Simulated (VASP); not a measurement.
Ga17N16 (a cell with a defect): single point with PBE

Ga17N16 (a cell with a defect):

```
Ga N
1.0
    -4.54848   -4.54848    4.54848
     4.54848    4.54848    4.54848
    -4.54848    4.54848   -4.54848
Ga N
17 16
Cartesian
  -4.4678 2.4300 2.3805
  -0.0301 4.5927 0.0578
  -2.3157 1.9972 4.5037
  -0.0135 2.2980 2.3024
  2.1875 4.6006 2.2695
  -4.5999 -2.2126 2.3022
  0.0105 0.0244 4.5811
  2.2434 2.3193 4.6063
  -0.3519 0.0336 -0.0447
  -2.2299 -2.0981 4.6152
  -2.2846 4.6133 2.2388
  -4.5924 2.3055 -2.2858
  -2.0865 4.8113 -2.0240
  -4.4474 0.1196 0.0669
  -2.3249 2.3599 0.0326
  -2.2971 -0.0117 2.2695
  2.0286 -0.1708 0.3888
  3.2419 3.4412 3.3488
  -1.1938 5.7040 1.1653
  -3.8592 3.0385 -3.8841
  -1.2100 3.4864 3.5237
  -3.4141 1.2271 -1.1443
  -1.1235 3.4434 -1.0493
  -1.1376 1.1321 5.7340
  -3.4363 -1.1228 1.1712
  -1.2171 1.2117 1.1855
  1.0763 3.4614 1.1712
  -3.4116 -3.4091 3.5235
  -1.1222 -1.0647 3.4042
  1.0942 1.2260 3.4993
  -5.4775 1.4204 1.1526
  -3.3906 3.5072 1.1752
  -3.4566 1.0426 3.3486
```

This cell differs from its parent crystal: with an interstitial atom, then relaxed in part.

```
Program                : VASP 6.6.1
Task                   : single point
Functional             : PBE
Potentials or basis    : VASP PAW PBE potentials, release 64 (Ga_d, N)
Cutoff                 : 520 eV
k mesh                 : 2 × 2 × 2, shifted
Occupations            : gaussian, width 0.01 eV
Spin                   : no spin polarisation
Dipole correction      : no
Charge                 : 1
Further INCAR settings : LREAL = Auto; ALGO = Normal; EDIFF = 1e-06; NBANDS = 172; NELECT = 300.0
```

```
Largest force : 0.042 eV/Å
```

Forces in eV/Å, atoms in the order of the input:
```
Ga  -0.010 -0.010 -0.013
Ga   0.001 -0.005  0.001
Ga  -0.002 -0.030  0.005
Ga   0.010 -0.006 -0.007
Ga   0.000 -0.010  0.004
Ga  -0.006  0.009 -0.006
Ga   0.006  0.000 -0.001
Ga  -0.003 -0.002  0.000
Ga  -0.031  0.000  0.006
Ga   0.001  0.015  0.010
Ga   0.001  0.004 -0.039
Ga   0.006  0.005 -0.009
Ga  -0.010 -0.009 -0.001
Ga   0.015  0.003  0.008
Ga   0.000  0.008  0.000
Ga  -0.007  0.001  0.003
Ga  -0.007 -0.006  0.041
N    0.001  0.015  0.000
N   -0.009 -0.008  0.012
N   -0.007 -0.006  0.015
N    0.012 -0.008 -0.018
N    0.001 -0.003 -0.005
N    0.000 -0.002  0.005
N   -0.005  0.006 -0.005
N    0.005 -0.002 -0.004
N    0.004 -0.005 -0.005
N   -0.001  0.006 -0.004
N   -0.006  0.011 -0.017
N   -0.002  0.000 -0.005
N   -0.003 -0.001  0.006
N    0.022  0.021  0.012
N    0.007  0.007  0.009
N    0.015  0.002  0.001
```

Levels at points of the mesh, in eV from the Fermi level:
```csv
k point,band 148,band 149,band 150,band 151,band 152,band 153
"(0.25, 0.25, 0.25)",-2.58,-2.32,-0.25,1.15,1.35,1.66
```

It took 17 min on 1 thread of Oxide Virtual Turin-like Processor (shared host), peak memory 0.55 GiB.

Caveat: the cell carries a net charge on a neutralising background, which shifts energy and pressure; the cell differs from its parent crystal (with an interstitial atom, then relaxed in part); the cell is charged against a uniform background, so pressure and absolute levels hang on convention.
